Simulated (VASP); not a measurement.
# IrF (P4/nmm) in VASP: relaxation of cell and atoms with PBE

Aim: the relaxation of cell and atoms of IrF with PBE.

All numbers are computed with VASP 6.6.1; they aren't measurements. Logs are shortened: lines on timing, memory, paths and dates and some standing lists are left out, and cuts for length are marked.

## Step 1: The cell of the first run

The structure is tetragonal, space group P4/nmm (No. 129). The conventional cell has a = 3.016 Å, b = 3.016 Å, c = 5.471 Å, α = 90.00°, β = 90.00°, γ = 90.00°. Ir (site symmetry 4mm) has 6 F at 2.46 to 2.84 Å and 8 Ir at 2.55 to 3.02 Å within 3.2 Å. F (site symmetry 4mm) has 6 Ir at 2.46 to 2.84 Å and 8 F at 2.68 to 3.02 Å within 3.2 Å.

The cell was generated, and may not be a known phase.

## Step 2: Relaxation of cell and atoms, PBE, collinear spin

The input, INCAR:

```
SYSTEM = IrF
ALGO = Normal
EDIFF = 1E-7
EDIFFG = -0.04
ENCUT = 700
GGA = PE
GGA_COMPAT = .False.
IBRION = 2
ISIF = 3
ISMEAR = 0
ISPIN = 2
LASPH = .True.
LCHARG = .False.
LMAXMIX = 4
LORBIT = 11
LREAL = .False.
LWAVE = .False.
MAGMOM = 1 1 0 0
NELM = 200
NELMIN = 4
NSW = 90
PREC = Accurate
SIGMA = 0.1
```

The input, KPOINTS:

```
k-points
0
Gamma
  6 6 4
  0 0 0
```

The input, POSCAR:

```
IrF
1.0
    3.0156608600      0.0000000000      0.0000000000
    0.0000000000      3.0156608600      0.0000000000
    0.0000000000      0.0000000000      5.4710973700
Ir F
2 2
Direct
    0.0000000000      0.5000000000      0.3714335900
    0.5000000000      0.0000000000      0.6285664100
    0.0000000000      0.5000000000      0.8515796700
    0.5000000000      0.0000000000      0.1484203300
```

Potentials or basis: VASP PAW PBE potentials, release 64 (Ir_sv_GW, F).

Command:

```bash
$ cat potpaw_PBE.64/Ir_sv_GW/POTCAR potpaw_PBE.64/F/POTCAR > POTCAR
$ mpirun -np 1 vasp_std > vasp.out
```

OUTCAR:

```text
SYSTEM = IrF
   EDIFF = 1E-7
   EDIFFG = -0.04
   ENCUT = 700
   GGA = PE
   IBRION = 2
   ISIF = 3
   ISMEAR = 0
   ISPIN = 2
   LASPH = .True.
   LORBIT = 11
   LREAL = .False.
   NELM = 200
   NELMIN = 4
   NSW = 90
   PREC = Accurate

 ion  position               nearest neighbor table
   1  0.000  0.500  0.371-   4 2.46   4 2.46   4 2.46   4 2.46   2 2.55   2 2.55   2 2.55   2 2.55

   2  0.500  0.000  0.629-   3 2.46   3 2.46   3 2.46   3 2.46   1 2.55   1 2.55   1 2.55   1 2.55

   3  0.000  0.500  0.852-   2 2.46   2 2.46   2 2.46   2 2.46
   4  0.500  0.000  0.148-   1 2.46   1 2.46   1 2.46   1 2.46

  LATTYP: Found a simple tetragonal cell.
 ALAT       =     3.0156608600
 C/A-ratio  =     1.8142283314

  Lattice vectors:

 A1 = (   3.0156608600,   0.0000000000,   0.0000000000)
 A2 = (   0.0000000000,   3.0156608600,   0.0000000000)
 A3 = (   0.0000000000,   0.0000000000,   5.4710973700)

Analysis of symmetry for initial positions (statically):
=====================================================================
 Subroutine PRICEL returns:
 Original cell was already a primitive cell.

 Routine SETGRP: Setting up the symmetry group for a
 simple tetragonal supercell.

 Subroutine GETGRP returns: Found 16 space group operations
 (whereof  8 operations were pure point group operations)
 out of a pool of 16 trial point group operations.

The static configuration has the point symmetry D_2d.
 The point group associated with its full space group is D_4h.

Analysis of symmetry for dynamics (positions and initial velocities):
=====================================================================
 Subroutine PRICEL returns:
 Original cell was already a primitive cell.

 Routine SETGRP: Setting up the symmetry group for a
 simple tetragonal supercell.

 Subroutine GETGRP returns: Found 16 space group operations
 (whereof  8 operations were pure point group operations)
 out of a pool of 16 trial point group operations.

The dynamic configuration has the point symmetry D_2d.
 The point group associated with its full space group is D_4h.

Analysis of structural, dynamic, and magnetic symmetry:
=====================================================================
 Subroutine PRICEL returns:
 Original cell was already a primitive cell.

 Routine SETGRP: Setting up the symmetry group for a
 simple tetragonal supercell.

 Subroutine GETGRP returns: Found 16 space group operations
 (whereof  8 operations were pure point group operations)
 out of a pool of 16 trial point group operations.

The overall configuration has the point symmetry D_2d.
 The point group associated with its full space group is D_4h.

 Subroutine INISYM returns: Found 16 space group operations
 (whereof  8 operations are pure point group operations),
 and found     1 'primitive' translations

----------------------------------------------------------------------------------------

                                     Primitive cell

  volume of cell :      49.7553

  direct lattice vectors                    reciprocal lattice vectors
     3.015660860  0.000000000  0.000000000     0.331602274  0.000000000  0.000000000
     0.000000000  3.015660860  0.000000000     0.000000000  0.331602274  0.000000000
     0.000000000  0.000000000  5.471097370     0.000000000  0.000000000  0.182778688

  length of vectors
     3.015660860  3.015660860  5.471097370     0.331602274  0.331602274  0.182778688

  position of ions in fractional coordinates (direct lattice)
     0.000000000  0.500000000  0.371433590
     0.500000000  0.000000000  0.628566410
     0.000000000  0.500000000  0.851579670
     0.500000000  0.000000000  0.148420330

  ion indices of the primitive-cell ions
[... 26 lines left out ...]

 Subroutine IBZKPT returns following result:
 ===========================================

 Found     30 irreducible k-points:

 Following reciprocal coordinates:
            Coordinates               Weight
  0.000000  0.000000  0.000000      1.000000
  0.166667  0.000000  0.000000      4.000000
  0.333333  0.000000  0.000000      4.000000
  0.500000  0.000000  0.000000      2.000000
  0.166667  0.166667  0.000000      4.000000
  0.333333  0.166667  0.000000      8.000000
[... 16 lines left out ...]
  0.333333  0.000000  0.500000      4.000000
  0.500000  0.000000  0.500000      2.000000
 [... further k-points ...]
   k-points           NKPTS =     30   k-points in BZ     NKDIM =     30   number of bands    NBANDS=     29
   number of dos      NEDOS =    301   number of ions     NIONS =      4
   total plane-waves  NPLWV =  37632
   dimension x,y,z NGX =    28 NGY =   28 NGZ =   48
   dimension x,y,z NGXF=    56 NGYF=   56 NGZF=   96
   ions per type =               2   2
   NGX,Y,Z   is equivalent  to a cutoff of  15.44, 15.44, 14.59 a.u.
   NGXF,Y,Z  is equivalent  to a cutoff of  30.87, 30.87, 29.17 a.u.
 SYSTEM =  IrF
   PREC   = accura    normal or accurate (medium, high low for compatibility)
   ISTART =      0    job   : 0-new  1-cont  2-samecut
   ICHARG =      2    charge: 1-file 2-atom 10-const
   ISPIN  =      2    spin polarized calculation?
   LNONCOLLINEAR =      F non collinear calculations
   LSORBIT =      F    spin-orbit coupling
   LASPH  =      T    aspherical Exc in radial PAW
   ENCUT  =  700.0 eV  51.45 Ry    7.17 a.u.   6.51  6.51 11.80*2*pi/ulx,y,z
   NELM   =    200;   NELMIN=  4; NELMDL= -5     # of ELM steps
   EDIFF  = 0.1E-06   stopping-criterion for ELM
   LREAL  =      F    real-space projection
   EDIFFG = -.4E-01   stopping-criterion for IOM
   NSW    =     90    number of steps for IOM
   IBRION =      2    ionic relax: 0-MD 1-quasi-New 2-CG
   NFREE  =      1    steps in history (QN), initial steepest desc. (CG)
   ISIF   =      3    stress and relaxation
   ISYM   =      2    0-nonsym 1-usesym 2-fastsym
   POTIM  = 0.5000    time-step for ionic-motion
   TEBEG  =    0.0;   TEEND  =   0.0 temperature during run
   PSTRESS=    0.0 pullay stress
   NELECT =      48.0000    total number of electrons
   NUPDOWN=      -1.0000    fix difference up-down
   EMIN   =  10.00;   EMAX   =-10.00  energy-range for DOS
   EFERMI =   0.00;   METHOD = LEGACY
   ISMEAR =     0;   SIGMA  =   0.10  broadening in eV -4-tet -1-fermi 0-gaus
   EFERMI_NEDOS =   21; number of points for ismear=-14 and -15
   IALGO  =     38    algorithm
   IMIX   =      4    mixing-type and parameters
     AMIX     =   0.40;   BMIX     =  1.00
     AMIX_MAG =   1.60;   BMIX_MAG =  1.00
  volume/ion in A,a.u.               =      12.44        83.94
  Fermi-wavevector in a.u.,A,eV,Ry     =   1.617616  3.056851 35.602113  2.616681
  Thomas-Fermi vector in A             =   2.712012
   LORBIT       =     11    0 simple, 1 ext, 2 COOP (PROOUT), +10 PAW based schemes
   GGA     = PE    functional components
   LHFCALC =     F    Hartree Fock is set to
   AEXX    =    0.0000 exact exchange contribution
   IVDW    =     0    specifies the selected vdW correction
   LEPSILON=     F    determine dielectric tensor
   LRPA    =     F    only Hartree local field effects (RPA)
 conjugate gradient relaxation of ions
 spin polarized calculation
 Gauss-broadening in eV      SIGMA  =   0.10
  energy-cutoff  :      700.00
  volume of cell :       49.76
 maximum number of plane-waves:      2128
 NGX is ok and might be reduce to    28
   NGX = 13   NGY = 13   NGZ = 23

--------------------------------------- Ionic step        1  -------------------------------------------

 number of electron      48.0000007 magnetization       0.0002524

 number of electron      48.0000007 magnetization      -0.0000677

 Free energy of the ion-electron system (eV)
  ---------------------------------------------------
  ext. energy  EPLUGINS =         0.00000000
  ---------------------------------------------------
  free energy    TOTEN  =       -22.84970830 eV

  energy without entropy =      -22.84149826  energy(sigma->0) =      -22.84560328

------------------------ aborting loop because EDIFF is reached ----------------------------------------

  FORCE on cell =-STRESS in cart. coord.  units (eV):
  Direction    XX          YY          ZZ          XY          YZ          ZX
  --------------------------------------------------------------------------------------
  -------------------------------------------------------------------------------------
  Total       -2.4358552     -2.4358552      7.0839064      0.0000000      0.0000000      0.0000000
  in kB      -78.4372939    -78.4372939    228.1098051      0.0000000      0.0000000      0.0000000
  external PRESSURE =      23.7450725 kB  Pullay stress =       0.0000000 kB
[... 99 lines left out ...]
  FREE ENERGIE OF THE ION-ELECTRON SYSTEM (eV)
  ---------------------------------------------------
  free  energy   TOTEN  =       -23.2912181898 eV

  energy  without entropy=      -23.2767497488  energy(sigma->0) =      -23.28398397

[... ionic steps 4 to 12 ...]

--------------------------------------- Ionic step       13  -------------------------------------------

 number of electron      48.0000022 magnetization       0.0000000

 number of electron      48.0000022 magnetization      -0.0000000
[... 75 lines left out ...]
--------------------------------------- Ionic step       15  -------------------------------------------

 number of electron      48.0000021 magnetization      -0.0000000

 Free energy of the ion-electron system (eV)
  ---------------------------------------------------
  ext. energy  EPLUGINS =         0.00000000
  ---------------------------------------------------
  free energy    TOTEN  =       -23.47741343 eV

  energy without entropy =      -23.46725986  energy(sigma->0) =      -23.47233665

 E-fermi :   6.0357     XC(G=0): -11.6675

 val. band max:        5.9901275829   @ k =   0.1667   0.0000   0.0000
 cond. band min:       6.0366104033   @ k =   0.3333   0.0000   0.0000
 fundamental gap:      0.0464828204
 Fermi energy:         6.0357459393

 spin component 1

 k-point     1 :       0.0000    0.0000    0.0000
  band No.  band energies     occupation
      1     -87.1625      1.00000
      2     -87.0537      1.00000
      3     -44.1097      1.00000
      4     -44.0438      1.00000
      5     -44.0438      1.00000
      6     -43.6409      1.00000
[... 757 lines left out ...]
     28       8.7355      0.00000
     29      13.2546      0.00000

 [... further k-points ...]

 spin component 2

 k-point     1 :       0.0000    0.0000    0.0000
  band No.  band energies     occupation
      1     -87.1625      1.00000
      2     -87.0537      1.00000
      3     -44.1097      1.00000
      4     -44.0438      1.00000
      5     -44.0438      1.00000
      6     -43.6409      1.00000
[... 790 lines left out ...]
  FREE ENERGIE OF THE ION-ELECTRON SYSTEM (eV)
  ---------------------------------------------------
  free  energy   TOTEN  =       -23.4774134295 eV

  energy  without entropy=      -23.4672598619  energy(sigma->0) =      -23.47233665

 reached required accuracy - stopping structural energy minimisation

 total charge

# of ion       s       p       d       f       tot
--------------------------------------------------
    1        3.694   6.067   6.324   0.025  16.110
    2        3.694   6.067   6.324   0.025  16.110
    3        1.748   4.243   0.000   0.000   5.992
    4        1.748   4.243   0.000   0.000   5.992
--------------------------------------------------
tot         10.885  20.620  12.648   0.051  44.204

 magnetization (x)

# of ion       s       p       d       f       tot
--------------------------------------------------
    1        0.000   0.000  -0.000   0.000   0.000
    2        0.000   0.000  -0.000   0.000   0.000
    3       -0.000   0.000   0.000   0.000   0.000
    4       -0.000   0.000   0.000   0.000   0.000
--------------------------------------------------
tot          0.000   0.000  -0.000   0.000   0.000
```

Run time: 11 min. Hardware: 1 thread of Intel Xeon 6975P-C (Granite Rapids), shared host; peak memory 0.3 GiB.

Results:

* Free energy: -23.4774 eV
* Relaxed volume: 13.74 Å³/atom
* Relaxed cell: a = 2.867 Å, b = 2.867 Å, c = 6.686 Å, α = 90.00°, β = 90.00°, γ = 90.00°
* Space group after relaxing (to 0.1 Å): P4/nmm (No. 129)
* Energy gained by relaxing: 156.9 meV/atom
* Ionic steps: 15
* Pressure after relaxing: -0.1 GPa
* Largest force after relaxing: 0.037 eV/Å
* Band gap on the k mesh: zero (filled and empty bands overlap)
* Net moment: 0.00 μB per cell
* Valence electrons inside the program's atomic spheres: Ir 16.11; F 5.99

Forces on the atoms (eV/Å):
```
Ir   0.000  0.000  0.013
Ir   0.000  0.000 -0.013
F    0.000  0.000  0.037
F    0.000  0.000 -0.037
```

The path:
| step | energy change (eV) | largest force (eV/Å) | pressure (GPa) | volume (Å³) |
| --- | --- | --- | --- | --- |
| 1 | 0.0000 | 1.0169 | 2.37 | 49.76 |
| 2 | -0.4373 | 1.1834 | -5.49 | 50.88 |
| 3 | -0.4415 | 1.2448 | -6.04 | 50.97 |
| 4 | -0.3455 | 1.9944 | 15.68 | 47.87 |
| 5 | -0.5119 | 0.4856 | 1.42 | 49.70 |
| 6 | -0.5389 | 0.4266 | 1.08 | 50.19 |
| 7 | -0.5931 | 0.2788 | 0.51 | 51.66 |
| 8 | -0.6114 | 0.8593 | 1.08 | 54.60 |
| 9 | -0.6245 | 0.2031 | -1.00 | 55.32 |
| 10 | -0.6246 | 0.1253 | -1.24 | 55.41 |
| 11 | -0.6269 | 0.0891 | -0.40 | 55.14 |
| 12 | -0.6274 | 0.0649 | 0.19 | 54.96 |
| 13 | -0.6276 | 0.0466 | -0.04 | 54.98 |
| 14 | -0.6276 | 0.0453 | -0.11 | 54.98 |
| 15 | -0.6277 | 0.0373 | -0.07 | 54.96 |

Final structure:
```yaml
crystal:
  lattice:
    - [2.86714, 0.00000, 0.00000]
    - [0.00000, 2.86714, 0.00000]
    - [0.00000, 0.00000, 6.68558]
  atoms:
    - { symbol: Ir, position: [0.00000, 0.50000, 0.38631] }
    - { symbol: Ir, position: [0.50000, 0.00000, 0.61369] }
    - { symbol: F, position: [0.00000, 0.50000, 0.82389] }
    - { symbol: F, position: [0.50000, 0.00000, 0.17611] }
```

Levels at points of the mesh, in eV from the Fermi level:
Spin up:
```
           k point  band 21  band 22  band 23  band 24  band 25  band 26  band 27  band 28
(0.00, 0.00, 0.00)    -2.78    -2.78    -2.60    -0.94     0.25     0.33     0.33     2.62
(0.50, 0.00, 0.00)    -2.97    -2.97    -0.70    -0.70     0.44     0.44     2.78     2.78
(0.50, 0.50, 0.00)    -0.46    -0.46     0.26     0.26     0.32     0.32     5.17     5.17
(0.00, 0.00, 0.50)    -2.73    -2.73    -2.60    -0.91     0.25     0.31     0.31     1.71
(0.50, 0.00, 0.50)    -2.93    -2.93    -0.74    -0.74     0.43     0.43     2.70     2.70
(0.50, 0.50, 0.50)    -0.55    -0.55     0.18     0.18     0.32     0.32     5.21     5.21
```
Spin down:
| k point | band 20 | band 21 | band 22 | band 23 | band 24 | band 25 | band 26 | band 27 | band 28 | band 29 |
| --- | --- | --- | --- | --- | --- | --- | --- | --- | --- | --- |
| (0.00, 0.00, 0.00) | -3.21 | -2.78 | -2.78 | -2.60 | -0.94 | 0.25 | 0.33 | 0.33 | 2.62 | 6.05 |
| (0.50, 0.00, 0.00) | -3.10 | -2.97 | -2.97 | -0.70 | -0.70 | 0.44 | 0.44 | 2.78 | 2.78 | 7.40 |
| (0.50, 0.50, 0.00) | -2.91 | -0.46 | -0.46 | 0.26 | 0.26 | 0.32 | 0.32 | 5.17 | 5.17 | 7.09 |
| (0.00, 0.00, 0.50) | -2.92 | -2.73 | -2.73 | -2.60 | -0.91 | 0.25 | 0.31 | 0.31 | 1.71 | 7.40 |
| (0.50, 0.00, 0.50) | -3.08 | -2.93 | -2.93 | -0.74 | -0.74 | 0.43 | 0.43 | 2.70 | 2.70 | 7.22 |
| (0.50, 0.50, 0.50) | -2.75 | -0.55 | -0.55 | 0.18 | 0.18 | 0.32 | 0.32 | 5.21 | 5.21 | 7.00 |

Caveat: a cell axis changed by over 15 % at a fixed basis, so the end point is rough; spin-orbit coupling is left out, which moves the levels of the heavy elements.

The gap in the log of VASP goes by the Fermi energy; the results here count the filled bands.